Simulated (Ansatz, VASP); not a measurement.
# Two plane-wave programs on CdSe

Contents of INCAR:

```
SYSTEM = CdSe
PREC = Accurate
ENCUT = 520
EDIFF = 1E-6
ISMEAR = -1
SIGMA = 0.05
LREAL = .FALSE.
LASPH = .TRUE.
NELM = 150
ALGO = Normal
ISIF = 2
LWAVE = .FALSE.
LCHARG = .FALSE.
MAGMOM = 0 0 0 0 0 0
LORBIT = 11
LSORBIT = .TRUE.
GGA_COMPAT = .FALSE.
LORBMOM = .TRUE.
GGA = CA
NBANDS = 30
```

Contents of KPOINTS:

```
Automatic mesh
0
G
  6 6 6
  0 0 0
```

The input POSCAR:

```
CdSe
1.0
    0.0000000000      2.8739580000      2.8739580000
    2.8739580000      0.0000000000      2.8739580000
    2.8739580000      2.8739580000      0.0000000000
Cd Se
1 1
Direct
    0.0000000000      0.0000000000      0.0000000000
    0.5000000000      0.5000000000      0.5000000000
```

File input.yaml:

```yaml
crystal:
  lattice:
    - [0.0, 2.873958, 2.873958]
    - [2.873958, 0.0, 2.873958]
    - [2.873958, 2.873958, 0.0]
  atoms:
    - { symbol: Cd, position: [0.0, 0.0, 0.0] }
    - { symbol: Se, position: [0.5, 0.5, 0.5] }
hamiltonian:
  xc: lda
  pseudopotentials: { kind: paw_fr }
magnetization:
  noncollinear: true
  spin_orbit: true
kpoints:
  mp_grid: { grid: [6, 6, 6] }
  band_path:
    path:
      - [[0.0, 0.0, 0.0], [0.5, 0.0, 0.5], [0.5, 0.25, 0.75], [0.375, 0.375, 0.75], [0.0, 0.0, 0.0], [0.5, 0.5, 0.5], [0.625, 0.25, 0.625], [0.5, 0.25, 0.75], [0.5, 0.5, 0.5], [0.375, 0.375, 0.75]]
      - [[0.625, 0.25, 0.625], [0.5, 0.0, 0.5]]
    npoints: 14
scf:
  occupations: { method: fermi_dirac, width: 0.05 }
  n_extra_bands: 6
output:
  forces: true
  stress: true
  eigenvalues: true
  fatbands: false
```

Alike in both runs: functional LDA; k mesh 6 × 6 × 6; occupations fermi-dirac, width 0.05 eV; non-collinear spin, spin-orbit coupling.

```csv
,VASP,Ansatz
version,VASP 6.6.1,Ansatz 0.2.0
potentials or method,"VASP PAW LDA potentials, release 64 (Cd, Se)",Ansatz PAW
plane-wave cutoff (eV),520,420
valence electrons in the cell,18,36
task,single point,band structure
```

|  | VASP | Ansatz | Ansatz less VASP |
| --- | --- | --- | --- |
| pressure (GPa) | -5.5 | -5.9 | -0.45 |
| net moment per atom (μB) | 0.00 | 0.00 | 0.000 |

LDA's correlation is that of Perdew and Zunger in VASP and of Perdew and Wang (1992) in Ansatz. VASP's potentials hold 18 valence electrons a cell and Ansatz's 36, so a difference there can come from the potentials and not from the codes.
